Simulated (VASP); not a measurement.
# AlB2N3 (P6_3/mmc) in VASP: a series of runs

The runs below take AlB2N3 through single point, relaxation of cell and atoms, with PBE.

Program: VASP 6.6.1. These are calculated values, not measurements. Logs are shortened: lines on timing, memory, paths and dates and some standing lists are left out, and cuts for length are marked.

## (1) The cell of the first run

The structure is hexagonal, space group P6_3/mmc (No. 194). The conventional cell has a = 2.618 Å, b = 2.618 Å, c = 20.861 Å, α = 90.00°, β = 90.00°, γ = 120.00°. Al (site symmetry -6m2) has 3 N at 1.51 Å within 2.0 Å. B (site symmetry 3m) has 3 N at 1.51 Å within 2.0 Å. N (site symmetry -6m2) has 3 Al at 1.51 Å within 2.0 Å. Within 2.0 Å of N (site symmetry 3m) lie 3 B at 1.51 Å.

## (2) Single point, PBE

Contents of INCAR:

```
PREC = Accurate
ENCUT = 520
EDIFF = 1E-6
ISMEAR = 0
SIGMA = 0.1
LREAL = False
LASPH = True
NELM = 60
ALGO = Normal
ISIF = 2
LWAVE = False
LCHARG = True
GGA = PE
LELF = True
LVHAR = True
NBANDS = 36
```

Contents of KPOINTS:

```
regular mesh
0
Gamma
  6 6 1
```

Contents of POSCAR:

```
AlB2N3
1.0
    2.6179634800      0.0000000000      0.0000000000
   -1.3089817400      2.2672228800      0.0000000000
    0.0000000000      0.0000000000     20.8611109100
Al B N
2 4 6
Direct
    0.3333333300      0.6666666700      0.7500000000
    0.6666666700      0.3333333300      0.2500000000
    0.3333333300      0.6666666700      0.0833333300
    0.3333333300      0.6666666700      0.4166666700
    0.6666666700      0.3333333300      0.5833333300
    0.6666666700      0.3333333300      0.9166666700
    0.3333333300      0.6666666700      0.2500000000
    0.3333333300      0.6666666700      0.5833333300
    0.3333333300      0.6666666700      0.9166666700
    0.6666666700      0.3333333300      0.0833333300
    0.6666666700      0.3333333300      0.4166666700
    0.6666666700      0.3333333300      0.7500000000
```

Potentials or basis: VASP PAW PBE potentials, release 64 (Al, B, N).

Started as:

```bash
$ cat potpaw_PBE.64/Al/POTCAR potpaw_PBE.64/B/POTCAR potpaw_PBE.64/N/POTCAR > POTCAR
$ mpirun -np 1 vasp_std > vasp.out
```

OUTCAR:

```text
PREC = Accurate
   ENCUT = 520
   EDIFF = 1E-6
   ISMEAR = 0
   LREAL = False
   LASPH = True
   NELM = 60
   ISIF = 2
   GGA = PE

 ion  position               nearest neighbor table
   1  0.333  0.667  0.750-  12 1.51  12 1.51  12 1.51
   2  0.667  0.333  0.250-   7 1.51   7 1.51   7 1.51
   3  0.333  0.667  0.083-  10 1.51  10 1.51  10 1.51
   4  0.333  0.667  0.417-  11 1.51  11 1.51  11 1.51
   5  0.667  0.333  0.583-   8 1.51   8 1.51   8 1.51
   6  0.667  0.333  0.917-   9 1.51   9 1.51   9 1.51
   7  0.333  0.667  0.250-   2 1.51   2 1.51   2 1.51
   8  0.333  0.667  0.583-   5 1.51   5 1.51   5 1.51
   9  0.333  0.667  0.917-   6 1.51   6 1.51   6 1.51
  10  0.667  0.333  0.083-   3 1.51   3 1.51   3 1.51
  11  0.667  0.333  0.417-   4 1.51   4 1.51   4 1.51
  12  0.667  0.333  0.750-   1 1.51   1 1.51   1 1.51

  LATTYP: Found a hexagonal cell.
 ALAT       =     2.6179634800
 C/A-ratio  =     7.9684499304

  Lattice vectors:

 A1 = (   2.6179634800,   0.0000000000,   0.0000000000)
 A2 = (  -1.3089817400,   2.2672228800,   0.0000000000)
 A3 = (   0.0000000000,   0.0000000000,  20.8611109100)

Analysis of symmetry for initial positions (statically):
=====================================================================
 Subroutine PRICEL returns:
 Original cell was already a primitive cell.

 Routine SETGRP: Setting up the symmetry group for a
 hexagonal supercell.

 Subroutine GETGRP returns: Found 24 space group operations
 (whereof 12 operations were pure point group operations)
 out of a pool of 24 trial point group operations.

The static configuration has the point symmetry D_3d.
 The point group associated with its full space group is D_6h.

Analysis of symmetry for dynamics (positions and initial velocities):
=====================================================================
 Subroutine PRICEL returns:
 Original cell was already a primitive cell.

 Routine SETGRP: Setting up the symmetry group for a
 hexagonal supercell.

 Subroutine GETGRP returns: Found 24 space group operations
 (whereof 12 operations were pure point group operations)
 out of a pool of 24 trial point group operations.

The dynamic configuration has the point symmetry D_3d.
 The point group associated with its full space group is D_6h.

[... 107 lines left out ...]
   ISYM   =      2    0-nonsym 1-usesym 2-fastsym
   POTIM  = 0.5000    time-step for ionic-motion
   TEBEG  =    0.0;   TEEND  =   0.0 temperature during run
   PSTRESS=    0.0 pullay stress
   NELECT =      48.0000    total number of electrons
   NUPDOWN=      -1.0000    fix difference up-down
   EMIN   =  10.00;   EMAX   =-10.00  energy-range for DOS
   EFERMI =   0.00;   METHOD = LEGACY
   ISMEAR =     0;   SIGMA  =   0.10  broadening in eV -4-tet -1-fermi 0-gaus
   EFERMI_NEDOS =   21; number of points for ismear=-14 and -15
   IALGO  =     38    algorithm
   IMIX   =      4    mixing-type and parameters
     AMIX     =   0.40;   BMIX     =  1.00
     AMIX_MAG =   1.60;   BMIX_MAG =  1.00
  volume/ion in A,a.u.               =      10.32        69.63
  Fermi-wavevector in a.u.,A,eV,Ry     =   1.193686  2.255740 19.386760  1.424887
  Thomas-Fermi vector in A             =   2.329695
   LORBIT       =      0    0 simple, 1 ext, 2 COOP (PROOUT), +10 PAW based schemes
   GGA     = PE    functional components
   LHFCALC =     F    Hartree Fock is set to
   AEXX    =    0.0000 exact exchange contribution
   IVDW    =     0    specifies the selected vdW correction
   LEPSILON=     F    determine dielectric tensor
   LRPA    =     F    only Hartree local field effects (RPA)
 non-spin polarized calculation
 Gauss-broadening in eV      SIGMA  =   0.10
  energy-cutoff  :      520.00
  volume of cell :      123.82
 maximum number of plane-waves:      3417
 NGX is ok and might be reduce to    20
   NGX =  9   NGY =  9   NGZ = 77

 number of electron      48.0000000 magnetization

 Free energy of the ion-electron system (eV)
  ---------------------------------------------------
  ext. energy  EPLUGINS =         0.00000000
  ---------------------------------------------------
  free energy    TOTEN  =       -87.74440806 eV

  energy without entropy =      -87.74440806  energy(sigma->0) =      -87.74440806

 E-fermi :   3.7053     XC(G=0):  -9.7584

 val. band max:        3.1835102474   @ k =   0.0000   0.0000   0.0000
 cond. band min:       6.4909974367   @ k =   0.5000  -0.0000   0.0000
 fundamental gap:      3.3074871892
 Fermi energy:         3.7052686557

 k-point     1 :       0.0000    0.0000    0.0000
  band No.  band energies     occupation
      1     -14.6842      2.00000
      2     -14.6823      2.00000
      3     -14.5772      2.00000
      4     -14.5751      2.00000
      5     -12.1104      2.00000
      6     -12.1100      2.00000
[... 262 lines left out ...]
     35      14.2398      0.00000
     36      14.2400      0.00000

------------------------ aborting loop because EDIFF is reached ----------------------------------------

  FORCE on cell =-STRESS in cart. coord.  units (eV):
  Direction    XX          YY          ZZ          XY          YZ          ZX
  --------------------------------------------------------------------------------------
  -------------------------------------------------------------------------------------
  Total       44.9700203     44.9700204      0.5811841      0.0000000      0.0000000     -0.0000000
  in kB      581.8867054    581.8867054      7.5201950      0.0000000      0.0000000     -0.0000000
  external PRESSURE =     390.4312019 kB  Pullay stress =       0.0000000 kB

 VOLUME and BASIS-vectors are now :
 -----------------------------------------------------------------------------
  energy-cutoff  :      520.00
  volume of cell :      123.82
      direct lattice vectors                 reciprocal lattice vectors
     2.617963480  0.000000000  0.000000000     0.381976299  0.220534119  0.000000000
    -1.308981740  2.267222880  0.000000000     0.000000000  0.441068238  0.000000000
     0.000000000  0.000000000 20.861110910     0.000000000  0.000000000  0.047936086

 POSITION                                       TOTAL-FORCE (eV/Angst)
 -----------------------------------------------------------------------------------
     -0.00000      1.51148     15.64583        -0.000000      0.000000     -0.000000
      1.30898      0.75574      5.21528         0.000000     -0.000000     -0.000000
     -0.00000      1.51148      1.73843        -0.000000      0.000000      0.052140
     -0.00000      1.51148      8.69213        -0.000000      0.000000     -0.052140
      1.30898      0.75574     12.16898         0.000000      0.000000      0.052140
      1.30898      0.75574     19.12269         0.000000     -0.000000     -0.052140
     -0.00000      1.51148      5.21528         0.000000     -0.000000     -0.000000
     -0.00000      1.51148     12.16898        -0.000000      0.000000     -0.019529
     -0.00000      1.51148     19.12269        -0.000000      0.000000      0.019529
      1.30898      0.75574      1.73843         0.000000      0.000000     -0.019529
      1.30898      0.75574      8.69213         0.000000      0.000000      0.019529
      1.30898      0.75574     15.64583         0.000000      0.000000     -0.000000
 -----------------------------------------------------------------------------------
    total drift:                               -0.000006      0.000004      0.000000

  FREE ENERGIE OF THE ION-ELECTRON SYSTEM (eV)
  ---------------------------------------------------
  free  energy   TOTEN  =       -87.7444080578 eV

  energy  without entropy=      -87.7444080578  energy(sigma->0) =      -87.74440806
```

OSZICAR:

```text
N       E                     dE             d eps       ncg     rms          rms(c)
DAV:   1     0.227228902911E+03    0.22723E+03   -0.23388E+04   504   0.121E+03
DAV:   2    -0.880242431224E+02   -0.31525E+03   -0.29284E+03   664   0.275E+02
DAV:   3    -0.107581567673E+03   -0.19557E+02   -0.19449E+02   640   0.728E+01
DAV:   4    -0.107863555876E+03   -0.28199E+00   -0.28155E+00   640   0.954E+00
DAV:   5    -0.107869597103E+03   -0.60412E-02   -0.60390E-02   636   0.135E+00    0.248E+01
DAV:   6    -0.894592188407E+02    0.18410E+02   -0.43868E+01   608   0.306E+01    0.100E+01
DAV:   7    -0.882677094337E+02    0.11915E+01   -0.35741E+00   624   0.845E+00    0.596E+00
DAV:   8    -0.878681318803E+02    0.39958E+00   -0.39910E-01   640   0.340E+00    0.202E+00
DAV:   9    -0.877691458181E+02    0.98986E-01   -0.12233E-01   640   0.213E+00    0.438E-01
DAV:  10    -0.877513709958E+02    0.17775E-01   -0.40768E-02   648   0.118E+00    0.301E-01
DAV:  11    -0.877448279390E+02    0.65431E-02   -0.16430E-02   628   0.724E-01    0.106E-01
DAV:  12    -0.877444973053E+02    0.33063E-03   -0.32939E-03   624   0.280E-01    0.589E-02
DAV:  13    -0.877443965574E+02    0.10075E-03   -0.47273E-04   648   0.103E-01    0.244E-02
DAV:  14    -0.877444058985E+02   -0.93411E-05   -0.70859E-05   620   0.498E-02    0.119E-02
DAV:  15    -0.877444066325E+02   -0.73399E-06   -0.16629E-05   624   0.192E-02    0.591E-03
DAV:  16    -0.877444080613E+02   -0.14287E-05   -0.25141E-06   536   0.751E-03    0.154E-03
DAV:  17    -0.877444080578E+02    0.34843E-08   -0.18553E-07   356   0.222E-03
   1 F= -.87744408E+02 E0= -.87744408E+02  d E =-.941023E-14
```

Run time: 46 s. Hardware: 1 thread of AMD EPYC 7R13 (Zen 3), shared host; peak memory 0.21 GiB.

Results:

- Free energy: -87.7444 eV
- Pressure: 39.0 GPa
- Largest force: 0.052 eV/Å
- Band gap on the k mesh: 3.31 eV, indirect (least direct gap 3.60 eV)

Forces on the atoms (eV/Å):
```
Al   0.000  0.000  0.000
Al   0.000  0.000  0.000
B    0.000  0.000  0.052
B    0.000  0.000 -0.052
B    0.000  0.000  0.052
B    0.000  0.000 -0.052
N    0.000  0.000  0.000
N    0.000  0.000 -0.020
N    0.000  0.000  0.020
N    0.000  0.000 -0.020
N    0.000  0.000  0.020
N    0.000  0.000  0.000
```

Caveat: the k points lie up to 0.46 Å⁻¹ apart.

(Part 1 of 2 ends here.)
